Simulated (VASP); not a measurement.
A run of VASP 6.6.1 is set up as follows.

The input INCAR:

```
PREC = Accurate ; ENCUT = 520
EDIFF = 1E-6 ; ISMEAR = 0
SIGMA = 0.15 ; LREAL = False
LASPH = True ; NELM = 100
ALGO = Fast ; ISIF = 2
LWAVE = False ; LCHARG = False
GGA = PE ; NBANDS = 66
```

Contents of KPOINTS:

```
Automatic mesh
0
Gamma
  12 12 12
```

File POSCAR:

```
Mo
1.0
   -3.1420000000     -3.1420000000      3.1420000000
   -3.1420000000      3.1420000000     -3.1420000000
    3.1420000000     -3.1420000000     -3.1420000000
Mo
8
Direct
    0.4904519414      0.4904519414      0.5000000000
    0.0000000000      0.5000000000      0.5000000000
    0.5000000000      0.0000000000      0.5000000000
    0.0000000000      0.0000000000      0.5000000000
    0.5000000000      0.5000000000      0.0000000000
    0.0000000000      0.5000000000      0.0000000000
    0.5000000000      0.0000000000      0.0000000000
    0.0000000000      0.0000000000      0.0000000000
```

Potentials or basis: VASP PAW PBE potentials, release 64 (Mo_sv).

The run is started by

```console
$ cat potpaw_PBE.64/Mo_sv/POTCAR > POTCAR
$ mpirun -np 1 vasp_std > vasp.out
```

**Question.** Estimate the largest force.

**Answer.** 0.778 eV/Å.

**Question.** What does it give for the pressure?

**Answer.** 5.5 GPa.

**Question.** Predict the band gap on the k mesh.

**Answer.** Zero (bands 56 and 57 overlap by 2.28 eV).

Stress tensor (GPa, compression positive):
```
5.57 0.00 0.00
0.00 5.42 0.00
0.00 0.00 5.42
```

Caveat: the cell differs from its parent crystal (atom 1 (Mo) moved +0.060 Å along Cartesian [1 0 0]); the cell stands under pressure.
